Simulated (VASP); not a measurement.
# Ru in VASP: further runs, part 2 of 2

VASP 6.6.1. The steps go on from the part before.

## Step 3: Single point, PBE+D3(BJ)

This run uses another cell than the first one.

The input, INCAR:

```
PREC = Accurate
ENCUT = 520
EDIFF = 1E-7
ISMEAR = 0
SIGMA = 0.1
LREAL = Auto
LASPH = True
NELM = 80
ALGO = Normal
ISIF = 2
LWAVE = False
LCHARG = True
LDIPOL = True
IDIPOL = 3
DIPOL = 0.5 0.5 0.500
GGA = PE
IVDW = 12
LELF = True
LVHAR = True
LVACPOTAV = True
NBANDS = 126
```

The input, KPOINTS:

```
regular mesh
0
Gamma
  4 4 1
```

The input, POSCAR:

```
Ru
1.0
    5.3951895486      0.0000000000      0.0000000000
   -2.6975947743      4.6723712073      0.0000000000
    0.0000000000      0.0000000000     22.3987269943
Ru
16
Direct
    0.3333333333      0.1666666667      0.3571631549
    0.3333333333      0.6666666667      0.3571631549
    0.8333333333      0.1666666667      0.3571631549
    0.8333333333      0.6666666667      0.3571631549
    0.1666666667      0.3333333333      0.4523877183
    0.1666666667      0.8333333333      0.4523877183
    0.6666666667      0.3333333333      0.4523877183
    0.6666666667      0.8333333333      0.4523877183
    0.3333333333      0.1666666667      0.5482486488
    0.3333333333      0.6666666667      0.5482486488
    0.8333333333      0.1666666667      0.5482486488
    0.8333333333      0.6666666667      0.5482486488
    0.1666666667      0.3333333333      0.6405127181
    0.1666666667      0.8333333333      0.6405127181
    0.6666666667      0.3333333333      0.6405127181
    0.6666666667      0.8333333333      0.6405127181
```

Potentials or basis: VASP PAW PBE potentials, release 64 (Ru_pv).

The run is started by

```bash
$ cat potpaw_PBE.64/Ru_pv/POTCAR > POTCAR
$ mpirun -np 1 vasp_std > vasp.out
```

OUTCAR:

```text
PREC = Accurate
   ENCUT = 520
   EDIFF = 1E-7
   ISMEAR = 0
   LREAL = Auto
   LASPH = True
   NELM = 80
   ISIF = 2
   GGA = PE
   IVDW = 12
 IVDW          = 12

 ion  position               nearest neighbor table
   1  0.333  0.167  0.357-   5 2.64   6 2.64   7 2.64   4 2.70   2 2.70   2 2.70   4 2.70   3 2.70
                             3 2.70
   2  0.333  0.667  0.357-   6 2.64   5 2.64   8 2.64   3 2.70   1 2.70   1 2.70   3 2.70   4 2.70
                             4 2.70
   3  0.833  0.167  0.357-   7 2.64   8 2.64   5 2.64   4 2.70   2 2.70   4 2.70   2 2.70   1 2.70
                             1 2.70
   4  0.833  0.667  0.357-   8 2.64   7 2.64   6 2.64   3 2.70   1 2.70   3 2.70   1 2.70   2 2.70
                             2 2.70
   5  0.167  0.333  0.452-   1 2.64   2 2.64   3 2.64   9 2.65  10 2.65  11 2.65   8 2.70   6 2.70
                             6 2.70   8 2.70   7 2.70   7 2.70
   6  0.167  0.833  0.452-   2 2.64   1 2.64   4 2.64  10 2.65   9 2.65  12 2.65   7 2.70   5 2.70
                             5 2.70   7 2.70   8 2.70   8 2.70
   7  0.667  0.333  0.452-   3 2.64   4 2.64   1 2.64  11 2.65  12 2.65   9 2.65   8 2.70   6 2.70
                             8 2.70   6 2.70   5 2.70   5 2.70
   8  0.667  0.833  0.452-   4 2.64   3 2.64   2 2.64  12 2.65  11 2.65  10 2.65   7 2.70   5 2.70
                             7 2.70   5 2.70   6 2.70   6 2.70
   9  0.333  0.167  0.548-  13 2.59  14 2.59  15 2.59   5 2.65   6 2.65   7 2.65  12 2.70  10 2.70
[... 22 lines left out ...]
 A1 = (   5.3951895486,   0.0000000000,   0.0000000000)
 A2 = (  -2.6975947743,   4.6723712073,   0.0000000000)
 A3 = (   0.0000000000,   0.0000000000,  22.3987269943)

Analysis of symmetry for initial positions (statically):
=====================================================================
 Subroutine PRICEL returns following result:

  LATTYP: Found a hexagonal cell.
 ALAT       =     2.6975947743
 C/A-ratio  =     8.3032215245

  Lattice vectors:

 A1 = (   2.6975947743,   0.0000000000,   0.0000000000)
 A2 = (  -1.3487973871,   2.3361856037,   0.0000000000)
 A3 = (   0.0000000000,   0.0000000000,  22.3987269943)

   4 primitive cells build up your supercell.

 Routine SETGRP: Setting up the symmetry group for a
 hexagonal supercell.

 Subroutine GETGRP returns: Found  6 space group operations
 (whereof  6 operations were pure point group operations)
 out of a pool of 24 trial point group operations.

The static configuration has the point symmetry C_3v.

Analysis of symmetry for dynamics (positions and initial velocities):
=====================================================================
 Subroutine PRICEL returns following result:

  LATTYP: Found a hexagonal cell.
 ALAT       =     2.6975947743
 C/A-ratio  =     8.3032215245

  Lattice vectors:

 A1 = (   2.6975947743,   0.0000000000,   0.0000000000)
 A2 = (  -1.3487973871,   2.3361856037,   0.0000000000)
 A3 = (   0.0000000000,   0.0000000000,  22.3987269943)

   4 primitive cells build up your supercell.

 Routine SETGRP: Setting up the symmetry group for a
 hexagonal supercell.

 Subroutine GETGRP returns: Found  6 space group operations
 (whereof  6 operations were pure point group operations)
 out of a pool of 24 trial point group operations.

The dynamic configuration has the point symmetry C_3v.

 Subroutine INISYM returns: Found  6 space group operations
[... 63 lines left out ...]
   number of dos      NEDOS =    301   number of ions     NIONS =     16
   total plane-waves  NPLWV = 268800
   dimension x,y,z NGX =    40 NGY =   40 NGZ =  168
   dimension x,y,z NGXF=    80 NGYF=   80 NGZF=  336
   ions per type =              16
   NGX,Y,Z   is equivalent  to a cutoff of  12.33, 12.33, 12.47 a.u.
   NGXF,Y,Z  is equivalent  to a cutoff of  24.65, 24.65, 24.94 a.u.
 SYSTEM =  unknown system
   PREC   = accura    normal or accurate (medium, high low for compatibility)
   ISTART =      0    job   : 0-new  1-cont  2-samecut
   ICHARG =      2    charge: 1-file 2-atom 10-const
   ISPIN  =      1    spin polarized calculation?
   LNONCOLLINEAR =      F non collinear calculations
   LSORBIT =      F    spin-orbit coupling
   LASPH  =      T    aspherical Exc in radial PAW
   ENCUT  =  520.0 eV  38.22 Ry    6.18 a.u.  10.03 10.03 41.65*2*pi/ulx,y,z
   NELM   =     80;   NELMIN=  2; NELMDL= -5     # of ELM steps
   EDIFF  = 0.1E-06   stopping-criterion for ELM
   LREAL  =      T    real-space projection
   EDIFFG = 0.1E-05   stopping-criterion for IOM
   NSW    =      0    number of steps for IOM
   IBRION =     -1    ionic relax: 0-MD 1-quasi-New 2-CG
   NFREE  =      0    steps in history (QN), initial steepest desc. (CG)
   ISIF   =      2    stress and relaxation
   ISYM   =      2    0-nonsym 1-usesym 2-fastsym
   POTIM  = 0.5000    time-step for ionic-motion
   TEBEG  =    0.0;   TEEND  =   0.0 temperature during run
   PSTRESS=    0.0 pullay stress
   NELECT =     224.0000    total number of electrons
   NUPDOWN=      -1.0000    fix difference up-down
   EMIN   =  10.00;   EMAX   =-10.00  energy-range for DOS
   EFERMI =   0.00;   METHOD = LEGACY
   ISMEAR =     0;   SIGMA  =   0.10  broadening in eV -4-tet -1-fermi 0-gaus
   EFERMI_NEDOS =   21; number of points for ismear=-14 and -15
   IALGO  =     38    algorithm
   IMIX   =      4    mixing-type and parameters
     AMIX     =   0.40;   BMIX     =  1.00
     AMIX_MAG =   1.60;   BMIX_MAG =  1.00
  volume/ion in A,a.u.               =      35.29       238.15
  Fermi-wavevector in a.u.,A,eV,Ry     =   1.202915  2.273180 19.687701  1.447005
  Thomas-Fermi vector in A             =   2.338683
   LORBIT       =      0    0 simple, 1 ext, 2 COOP (PROOUT), +10 PAW based schemes
   GGA     = PE    functional components
   LHFCALC =     F    Hartree Fock is set to
   AEXX    =    0.0000 exact exchange contribution
   IVDW    =    12    specifies the selected vdW correction
   LEPSILON=     F    determine dielectric tensor
   LRPA    =     F    only Hartree local field effects (RPA)
 non-spin polarized calculation
 Gauss-broadening in eV      SIGMA  =   0.10
  energy-cutoff  :      520.00
  volume of cell :      564.63
 maximum number of plane-waves:     15238
   NGX = 21   NGY = 21   NGZ = 83

 dipolmoment           0.000000      0.000000      0.000046 electrons x Angstroem

 number of electron     224.0000026 magnetization

 dipolmoment           0.000000      0.000000     -0.005649 electrons x Angstroem

 Free energy of the ion-electron system (eV)
  ---------------------------------------------------
  ext. energy  EPLUGINS =         0.00000000
  ---------------------------------------------------
  free energy    TOTEN  =      -139.37315251 eV

  energy without entropy =     -139.21752429  energy(sigma->0) =     -139.29533840

 E-fermi :   1.9521     XC(G=0):  -6.3111

 val. band max:        1.9411256954   @ k =   0.5000   0.0000   0.0000
 cond. band min:       1.9809427388   @ k =   0.5000   0.0000   0.0000
 fundamental gap:      0.0398170434
 Fermi energy:         1.9520519277

 k-point     1 :       0.0000    0.0000    0.0000
  band No.  band energies     occupation
      1     -41.7476      2.00000
      2     -41.7476      2.00000
      3     -41.7476      2.00000
      4     -41.7139      2.00000
      5     -41.6627      2.00000
      6     -41.6627      2.00000
[... 497 lines left out ...]
    123       2.7685      0.00000
    124       2.9970      0.00000
 [bands above 124 left out]

------------------------ aborting loop because EDIFF is reached ----------------------------------------

 Edisp (eV)   -7.37935

 E8    (eV) :    -3.4923

  FORCE on cell =-STRESS in cart. coord.  units (eV):
  Direction    XX          YY          ZZ          XY          YZ          ZX
  --------------------------------------------------------------------------------------
  -------------------------------------------------------------------------------------
  Total     -12.08611   -12.08611    -5.28622     0.00000     0.00000    -0.00000
  in kB     -34.29492   -34.29492   -14.99990     0.00000     0.00000    -0.00000
  external pressure =      -27.86 kB  Pullay stress =        0.00 kB

 VOLUME and BASIS-vectors are now :
 -----------------------------------------------------------------------------
  energy-cutoff  :      520.00
  volume of cell :      564.63
      direct lattice vectors                 reciprocal lattice vectors
     5.395189549  0.000000000  0.000000000     0.185350300  0.107012045  0.000000000
    -2.697594774  4.672371207  0.000000000     0.000000000  0.214024091  0.000000000
     0.000000000  0.000000000 22.398726994     0.000000000  0.000000000  0.044645394

 POSITION                                       TOTAL-FORCE (eV/Angst)
 -----------------------------------------------------------------------------------
      1.34880      0.77873      8.00000         0.000000      0.000000      0.605634
     -0.00000      3.11491      8.00000        -0.000000      0.000000      0.605634
      4.04639      0.77873      8.00000         0.000000     -0.000000      0.605634
      2.69759      3.11491      8.00000         0.000000      0.000000      0.605634
      0.00000      1.55746     10.13291         0.000000     -0.000000     -0.606188
     -1.34880      3.89364     10.13291        -0.000000     -0.000000     -0.606188
[... 8 lines left out ...]
      2.69759      1.55746     14.34667         0.000000     -0.000000      0.020620
      1.34880      3.89364     14.34667         0.000000     -0.000000      0.020620
 -----------------------------------------------------------------------------------
    total drift:                               -0.000000     -0.000000      0.000139

  FREE ENERGIE OF THE ION-ELECTRON SYSTEM (eV)
  ---------------------------------------------------
  free  energy   TOTEN  =      -146.7525000423 eV

  energy  without entropy=     -146.5968718183  energy(sigma->0) =     -146.67468593

 vacuum level on the upper side and lower side of the slab         6.912         6.953
```

Wall time 8.1 min (1 thread of Intel Xeon 6975P-C (Granite Rapids), shared host); peak memory 0.63 GiB.

Results:

```yaml
Free_energy: -146.7525 eV
Largest_force: 0.606 eV/Å
Band_gap_on_the_k_mesh: zero (bands 112 and 113 overlap by 1.24 eV)
Dispersion_energy_per_atom: -0.461 eV
```

Forces on the atoms (eV/Å):
```
Ru   0.000  0.000  0.606
Ru   0.000  0.000  0.606
Ru   0.000  0.000  0.606
Ru   0.000  0.000  0.606
Ru   0.000  0.000 -0.606
Ru   0.000  0.000 -0.606
Ru   0.000  0.000 -0.606
Ru   0.000  0.000 -0.606
Ru   0.000  0.000 -0.020
Ru   0.000  0.000 -0.020
Ru   0.000  0.000 -0.020
Ru   0.000  0.000 -0.020
Ru   0.000  0.000  0.021
Ru   0.000  0.000  0.021
Ru   0.000  0.000  0.021
Ru   0.000  0.000  0.021
```
